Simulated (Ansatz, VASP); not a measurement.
**TaN in VASP and in Ansatz**

POSCAR

```
TaN
1.0
    2.9380000000      0.0000000000      0.0000000000
   -1.4690000000      2.5443826363      0.0000000000
    0.0000000000      0.0000000000      2.8830000000
Ta N
1 1
Direct
    0.3333333333      0.6666666667      0.5000000000
    0.0000000000      0.0000000000      0.0000000000
```

The input INCAR.step1:

```
PREC = Accurate
ENCUT = 520
ISMEAR = -1
SIGMA = 0.03
LREAL = F
LASPH = T
NELM = 80
NBANDS = 15
GGA = PE
ALGO = Normal
EDIFF = 1E-4
LWAVE = T
LCHARG = F
```

The input INCAR.step2:

```
PREC = Accurate
ENCUT = 520
EDIFF = 1E-8
ISMEAR = -1
SIGMA = 0.03
LREAL = F
LASPH = T
NELM = 80
ALGO = Normal
ISIF = 2
LWAVE = F
LCHARG = F
METAGGA = R2SCAN
LMIXTAU = T
LEFG = T
NBANDS = 15
ISTART = 1
```

KPOINTS

```
regular mesh
0
Gamma
  11 11 10
```

Input for Ansatz:

```yaml
crystal:
  lattice:
    - [2.938, 0.0, 0.0]
    - [-1.469, 2.5443826363, 0.0]
    - [0.0, 0.0, 2.883]
  atoms:
    - { symbol: Ta, position: [0.3333333333, 0.6666666667, 0.5] }
    - { symbol: "N", position: [0.0, 0.0, 0.0] }
kpoints:
  mp_grid: { grid: [11, 11, 10] }
  band_path:
    path:
      - [0.0, 0.0, 0.0]
      - [0.5, 0.0, 0.0]
      - [0.3333333333, 0.3333333333, 0.0]
      - [0.0, 0.0, 0.0]
      - [0.0, 0.0, 0.5]
      - [0.5, 0.0, 0.5]
      - [0.3333333333, 0.3333333333, 0.5]
      - [0.0, 0.0, 0.5]
      - [0.5, 0.0, 0.5]
    npoints: 6
scf:
  occupations: { method: fermi_dirac, width: 0.03 }
hamiltonian:
  xc: r2scan
  pseudopotentials: { kind: paw }
output:
  forces: true
  stress: true
  eigenvalues: true
  efg: { contact_densities: true }
  populations: true
```

Change from the starting cell: volume scaled by 1, PAW files.

Alike in both runs: task electric field gradients; functional r2SCAN; k mesh 11 × 11 × 10; occupations fermi-dirac, width 0.03 eV; no spin polarisation.

```csv
,VASP,Ansatz
version,VASP 6.6.1,Ansatz 0.2.0
potentials or method,"VASP PAW PBE potentials, release 64 (Ta_pv, N)","PAW with Ansatz's default frozen-core files, scalar-relativistic"
plane-wave cutoff (eV),520,500
valence electrons in the cell,16,18
```

Ansatz gave:

```
pressure (GPa)                                                : -0.2
traceless stress, the component that is largest in VASP (GPa) : 0.39
size of Vzz on the site where it differs most (V/Å²)          : 42.8
```

Task: Estimate VASP's values.

Result: Pressure (GPa): 1.4; traceless stress, the component that is largest in VASP (GPa): 0.55; size of Vzz on the site where it differs most (V/Å²): 8.4.

VASP's potentials were made for PBE, not for r2SCAN. VASP's potentials hold 16 valence electrons a cell and Ansatz's 18, so a difference there can come from the potentials and not from the codes.

Spin-orbit coupling is off throughout.
